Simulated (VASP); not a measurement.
# WS2 (Fm-3m) in VASP: single point with LDA+U

Aim: the single point of WS2 with LDA+U.

Program: VASP 6.6.1. These are calculated values, not measurements. Logs are shortened: lines on timing, memory, paths and dates and some standing lists are left out, and cuts for length are marked.

## (1) The cell of the first run

Symmetry: Fm-3m, No. 225, cubic system. Conventional cell: a = 6.016 Å, b = 6.016 Å, c = 6.016 Å, α = 90.00°, β = 90.00°, γ = 90.00°. W (site symmetry m-3m) has 8 S at 2.60 Å within 3.4 Å. S (site symmetry -43m) has 4 W at 2.60 Å and 6 S at 3.01 Å within 3.4 Å.

## (2) Single point, LDA+U, collinear spin, ferromagnetic start

The input, INCAR:

```
SYSTEM = WS2
PREC     = Accurate       ! precision mode
ENCUT    = 520            ! plane-wave cutoff, eV
EDIFF    = 1E-7           ! SCF threshold, eV
ISMEAR   = 0              ! smearing method
SIGMA    = 0.05           ! smearing width, eV
LREAL    = .False.        ! projectors in reciprocal space
LASPH    = .True.         ! aspherical terms in the spheres
NELM     = 150            ! most SCF steps
ALGO     = Normal         ! electronic algorithm
ISIF     = 2              ! what is computed and relaxed
LWAVE    = .False.        ! write WAVECAR
LCHARG   = .False.        ! write CHGCAR
ISPIN    = 2              ! spin polarisation
MAGMOM   = 2 0 0          ! initial moments
LORBIT   = 11             ! projections on sites
LMAXMIX  = 4              ! l up to which the mixer works
LDAU     = .True.         ! DFT+U
LDAUTYPE = 1            
LDAUL    = 2 -1           ! shell
LDAUU    = 7 0            ! U, eV
LDAUJ    = 0.5 0        
LDAUPRINT= 1            
GGA      = CA             ! functional
NBANDS   = 24             ! bands
```

The input, KPOINTS:

```
Automatic mesh
0
Gamma
  6 6 6
  0 0 0
```

The input, POSCAR:

```
WS2
1.0
    0.0000000000      3.0079352200      3.0079352200
    3.0079352200      0.0000000000      3.0079352200
    3.0079352200      3.0079352200      0.0000000000
W S
1 2
Direct
    0.0000000000      0.0000000000      0.0000000000
    0.2500000000      0.2500000000      0.2500000000
    0.7500000000      0.7500000000      0.7500000000
```

Potentials or basis: VASP PAW LDA potentials, release 64 (W_sv, S).

Command:

```sh
> cat potpaw_LDA.64/W_sv/POTCAR potpaw_LDA.64/S/POTCAR > POTCAR
> mpirun -np 1 vasp_std > vasp.out
```

OUTCAR:

```text
SYSTEM = WS2
   PREC = Accurate
   ENCUT = 520
   EDIFF = 1E-7
   ISMEAR = 0
   LREAL = .False.
   LASPH = .True.
   NELM = 150
   ISIF = 2
   ISPIN = 2
   LORBIT = 11
   GGA = CA

 ion  position               nearest neighbor table
   1  0.000  0.000  0.000-   3 2.60   3 2.60   3 2.60   2 2.60   3 2.60   2 2.60   2 2.60   2 2.60

   2  0.250  0.250  0.250-   1 2.60   1 2.60   1 2.60   1 2.60
   3  0.750  0.750  0.750-   1 2.60   1 2.60   1 2.60   1 2.60

  LATTYP: Found a face centered cubic cell.
 ALAT       =     6.0158704400

  Lattice vectors:

 A1 = (   0.0000000000,   3.0079352200,   3.0079352200)
 A2 = (   3.0079352200,   0.0000000000,   3.0079352200)
 A3 = (   3.0079352200,   3.0079352200,   0.0000000000)

Analysis of symmetry for initial positions (statically):
=====================================================================
 Subroutine PRICEL returns:
 Original cell was already a primitive cell.

 Routine SETGRP: Setting up the symmetry group for a
 face centered cubic supercell.

 Subroutine GETGRP returns: Found 48 space group operations
 (whereof 48 operations were pure point group operations)
 out of a pool of 48 trial point group operations.

The static configuration has the point symmetry O_h .

Analysis of symmetry for dynamics (positions and initial velocities):
=====================================================================
 Subroutine PRICEL returns:
 Original cell was already a primitive cell.

 Routine SETGRP: Setting up the symmetry group for a
 face centered cubic supercell.

 Subroutine GETGRP returns: Found 48 space group operations
 (whereof 48 operations were pure point group operations)
 out of a pool of 48 trial point group operations.

The dynamic configuration has the point symmetry O_h .

Analysis of structural, dynamic, and magnetic symmetry:
=====================================================================
 Subroutine PRICEL returns:
 Original cell was already a primitive cell.

 Routine SETGRP: Setting up the symmetry group for a
 face centered cubic supercell.

 Subroutine GETGRP returns: Found 48 space group operations
 (whereof 48 operations were pure point group operations)
 out of a pool of 48 trial point group operations.

The overall configuration has the point symmetry O_h .

 Subroutine INISYM returns: Found 48 space group operations
 (whereof 48 operations are pure point group operations),
 and found     1 'primitive' translations

----------------------------------------------------------------------------------------

                                     Primitive cell

  volume of cell :      54.4296

  direct lattice vectors                    reciprocal lattice vectors
     0.000000000  3.007935220  3.007935220    -0.166226984  0.166226984  0.166226984
     3.007935220  0.000000000  3.007935220     0.166226984 -0.166226984  0.166226984
     3.007935220  3.007935220  0.000000000     0.166226984  0.166226984 -0.166226984

  length of vectors
     4.253862783  4.253862783  4.253862783     0.287913582  0.287913582  0.287913582

  position of ions in fractional coordinates (direct lattice)
     0.000000000  0.000000000  0.000000000
     0.250000000  0.250000000  0.250000000
     0.750000000  0.750000000  0.750000000

  ion indices of the primitive-cell ions
   primitive index   ion index
                 1           1
                 2           2
                 3           3

----------------------------------------------------------------------------------------

[... 71 lines left out ...]
   NELECT =      26.0000    total number of electrons
   NUPDOWN=      -1.0000    fix difference up-down
   EMIN   =  10.00;   EMAX   =-10.00  energy-range for DOS
   EFERMI =   0.00;   METHOD = LEGACY
   ISMEAR =     0;   SIGMA  =   0.05  broadening in eV -4-tet -1-fermi 0-gaus
   EFERMI_NEDOS =   21; number of points for ismear=-14 and -15
   IALGO  =     38    algorithm
   IMIX   =      4    mixing-type and parameters
     AMIX     =   0.40;   BMIX     =  1.00
     AMIX_MAG =   1.60;   BMIX_MAG =  1.00
  volume/ion in A,a.u.               =      18.14       122.44
  Fermi-wavevector in a.u.,A,eV,Ry     =   1.279737  2.418353 22.282634  1.637727
  Thomas-Fermi vector in A             =   2.412205
   LORBIT       =     11    0 simple, 1 ext, 2 COOP (PROOUT), +10 PAW based schemes
 LDA+U is selected, type is set to LDAUTYPE =  1
   angular momentum for each species LDAUL =     2   -1
   U (eV)           for each species LDAUU =   7.0  0.0
   J (eV)           for each species LDAUJ =   0.5  0.0
   GGA     = CA    functional components
   LHFCALC =     F    Hartree Fock is set to
   AEXX    =    0.0000 exact exchange contribution
   IVDW    =     0    specifies the selected vdW correction
   LEPSILON=     F    determine dielectric tensor
   LRPA    =     F    only Hartree local field effects (RPA)
 spin polarized calculation
 Gauss-broadening in eV      SIGMA  =   0.05
  energy-cutoff  :      520.00
  volume of cell :       54.43
 maximum number of plane-waves:      1484
   NGX = 15   NGY = 15   NGZ = 15

atom =   1  type =  1  l = 2

 onsite density matrix

spin component  1

  0.2824 -0.0000 -0.0000 -0.0000  0.0000
 -0.0000  0.2824 -0.0000 -0.0000 -0.0000
 -0.0000 -0.0000  0.7730 -0.0000 -0.0000
 -0.0000 -0.0000 -0.0000  0.2824 -0.0000
  0.0000 -0.0000 -0.0000 -0.0000  0.7730

spin component  2

  0.2144 -0.0000 -0.0000 -0.0000  0.0000
 -0.0000  0.2144  0.0000  0.0000  0.0000
 -0.0000  0.0000  0.0381 -0.0000 -0.0000
 -0.0000  0.0000 -0.0000  0.2144 -0.0000
  0.0000  0.0000 -0.0000 -0.0000  0.0381

 occupancies and eigenvectors

  o =  0.0381  v =  0.0000  0.0000  0.0000  0.0000  0.0000  0.0000  0.0000 -1.0000 -0.0000 -0.0067      0.0000  0.0000  0.0000  0.0000  0.0000  0.0000  0.0000  0.0000  0.0000  0.0000
  o =  0.0381  v =  0.0000  0.0000  0.0000  0.0000  0.0000  0.0000 -0.0000  0.0067 -0.0000 -1.0000      0.0000  0.0000  0.0000  0.0000  0.0000  0.0000  0.0000  0.0000  0.0000  0.0000
  o =  0.2144  v =  0.0000  0.0000  0.0000  0.0000  0.0000  1.0000  0.0000  0.0000  0.0000  0.0000      0.0000  0.0000  0.0000  0.0000  0.0000  0.0000  0.0000  0.0000  0.0000  0.0000
  o =  0.2144  v =  0.0000  0.0000  0.0000  0.0000  0.0000  0.0000 -0.0435 -0.0000  0.9991 -0.0000      0.0000  0.0000  0.0000  0.0000  0.0000  0.0000  0.0000  0.0000  0.0000  0.0000
  o =  0.2144  v =  0.0000  0.0000  0.0000  0.0000  0.0000  0.0000 -0.9991 -0.0000 -0.0435  0.0000      0.0000  0.0000  0.0000  0.0000  0.0000  0.0000  0.0000  0.0000  0.0000  0.0000
  o =  0.2824  v =  1.0000  0.0000  0.0000  0.0000  0.0000  0.0000  0.0000  0.0000  0.0000  0.0000      0.0000  0.0000  0.0000  0.0000  0.0000  0.0000  0.0000  0.0000  0.0000  0.0000
  o =  0.2824  v =  0.0000  0.4817  0.0000  0.8763 -0.0000  0.0000  0.0000  0.0000  0.0000  0.0000      0.0000  0.0000  0.0000  0.0000  0.0000  0.0000  0.0000  0.0000  0.0000  0.0000
  o =  0.2824  v =  0.0000  0.8763  0.0000 -0.4817 -0.0000  0.0000  0.0000  0.0000  0.0000  0.0000      0.0000  0.0000  0.0000  0.0000  0.0000  0.0000  0.0000  0.0000  0.0000  0.0000
  o =  0.7730  v =  0.0000 -0.0000  0.9997 -0.0000  0.0264  0.0000  0.0000  0.0000  0.0000  0.0000      0.0000  0.0000  0.0000  0.0000  0.0000  0.0000  0.0000  0.0000  0.0000  0.0000
  o =  0.7730  v =  0.0000  0.0000 -0.0264 -0.0000  0.9997  0.0000  0.0000  0.0000  0.0000  0.0000      0.0000  0.0000  0.0000  0.0000  0.0000  0.0000  0.0000  0.0000  0.0000  0.0000

 number of electron      26.0000001 magnetization       1.9642686

 Free energy of the ion-electron system (eV)
  ---------------------------------------------------
  ext. energy  EPLUGINS =         0.00000000
  ---------------------------------------------------
  free energy    TOTEN  =       -18.10319158 eV

  energy without entropy =      -18.10233875  energy(sigma->0) =      -18.10276517

 E-fermi :   7.8865     XC(G=0): -11.2214

 val. band max:        7.8479132990   @ k =   0.3333   0.3333   0.0000
 cond. band min:       8.0849035817   @ k =   0.5000   0.5000   0.0000
 fundamental gap:      0.2369902827
 Fermi energy:         7.8864895817

 spin component 1

 k-point     1 :       0.0000    0.0000    0.0000
  band No.  band energies     occupation
      1     -67.9713      1.00000
      2     -32.4189      1.00000
      3     -32.4189      1.00000
      4     -32.4189      1.00000
      5      -7.8379      1.00000
      6      -3.3659      1.00000
[... 421 lines left out ...]
     23      18.7835      0.00000
     24      20.0979      0.00000
 Fermi energy:         7.8864895817

 spin component 2

 k-point     1 :       0.0000    0.0000    0.0000
  band No.  band energies     occupation
      1     -67.2394      1.00000
      2     -31.4880      1.00000
      3     -31.4880      1.00000
      4     -31.4880      1.00000
      5      -7.7409      1.00000
      6      -3.3860      1.00000
[... 421 lines left out ...]
     23      19.0258      0.00000
     24      20.7032      0.00000

------------------------ aborting loop because EDIFF is reached ----------------------------------------

  FORCE on cell =-STRESS in cart. coord.  units (eV):
  Direction    XX          YY          ZZ          XY          YZ          ZX
  --------------------------------------------------------------------------------------
  -------------------------------------------------------------------------------------
  Total       -1.1603067     -1.1603067     -1.1603067     -0.0000000      0.0000000      0.0000000
  in kB      -34.1545026    -34.1545026    -34.1545026     -0.0000000      0.0000000      0.0000000
  external PRESSURE =     -34.1545026 kB  Pullay stress =       0.0000000 kB

 VOLUME and BASIS-vectors are now :
 -----------------------------------------------------------------------------
  energy-cutoff  :      520.00
  volume of cell :       54.43
      direct lattice vectors                 reciprocal lattice vectors
     0.000000000  3.007935220  3.007935220    -0.166226984  0.166226984  0.166226984
     3.007935220  0.000000000  3.007935220     0.166226984 -0.166226984  0.166226984
     3.007935220  3.007935220  0.000000000     0.166226984  0.166226984 -0.166226984

 POSITION                                       TOTAL-FORCE (eV/Angst)
 -----------------------------------------------------------------------------------
      0.00000      0.00000      0.00000         0.000000      0.000000     -0.000000
      1.50397      1.50397      1.50397         0.000000      0.000000      0.000000
      4.51190      4.51190      4.51190        -0.000000     -0.000000     -0.000000
 -----------------------------------------------------------------------------------
    total drift:                                0.000000     -0.000000      0.000000

  FREE ENERGIE OF THE ION-ELECTRON SYSTEM (eV)
  ---------------------------------------------------
  free  energy   TOTEN  =       -18.1031915829 eV

  energy  without entropy=      -18.1023387500  energy(sigma->0) =      -18.10276517

 total charge

# of ion       s       p       d       tot
------------------------------------------
    1        2.316   6.232   3.071  11.619
    2        1.345   2.386   0.000   3.731
    3        1.345   2.386   0.000   3.731
--------------------------------------------------
tot          5.006  11.003   3.071  19.081

 magnetization (x)

# of ion       s       p       d       tot
------------------------------------------
    1        0.032   0.033   1.658   1.723
    2       -0.004  -0.045   0.000  -0.049
    3       -0.004  -0.045   0.000  -0.049
--------------------------------------------------
tot          0.024  -0.056   1.658   1.626
```

Wall time 26 s (1 thread of Intel Xeon 6975P-C, shared host); peak memory 0.18 GiB.

What came out:

```yaml
Free_energy: -18.1032 eV
Pressure: -3.4 GPa
Band_gap_on_the_k_mesh: zero (filled and empty bands overlap)
Net_moment: 1.96 μB per cell
Site_moments: W +1.72; S -0.05 μB
Valence_electrons_inside_the_program's_atomic_spheres: W 11.62; S 3.73
```

Levels at points of the mesh, in eV from the Fermi level:
Spin up:
| k point | band 12 | band 13 | band 14 | band 15 | band 16 | band 17 |
| --- | --- | --- | --- | --- | --- | --- |
| (0.00, 0.00, 0.00) | -1.25 | -1.25 | -1.25 | 3.62 | 3.75 | 3.75 |
| (0.50, 0.00, 0.00) | -3.60 | -2.93 | -2.93 | 1.26 | 3.23 | 3.23 |
| (0.50, 0.50, 0.00) | -2.91 | -2.91 | 0.20 | 1.40 | 2.97 | 2.97 |
Spin down:
```csv
k point,band 8,band 9,band 10,band 11,band 12,band 13,band 14,band 15,band 16,band 17
"(0.00, 0.00, 0.00)",-6.04,-6.04,-1.20,-1.20,-1.20,0.58,0.58,4.09,4.11,4.11
"(0.50, 0.00, 0.00)",-5.08,-4.72,-3.60,-3.51,-3.51,0.95,0.95,2.10,4.91,4.91
"(0.50, 0.50, 0.00)",-5.51,-5.51,-2.43,-2.43,-0.55,0.21,2.22,2.28,3.43,3.43
```

Eigenvalues of the final occupation matrices:
```
    site  spin  trace               eigenvalues
site 1 d     1   2.39  0.28 0.28 0.28 0.77 0.77
site 1 d     2   0.72  0.04 0.04 0.21 0.21 0.21
```

Caveat: spin-orbit coupling is left out, which moves the levels of the heavy elements.
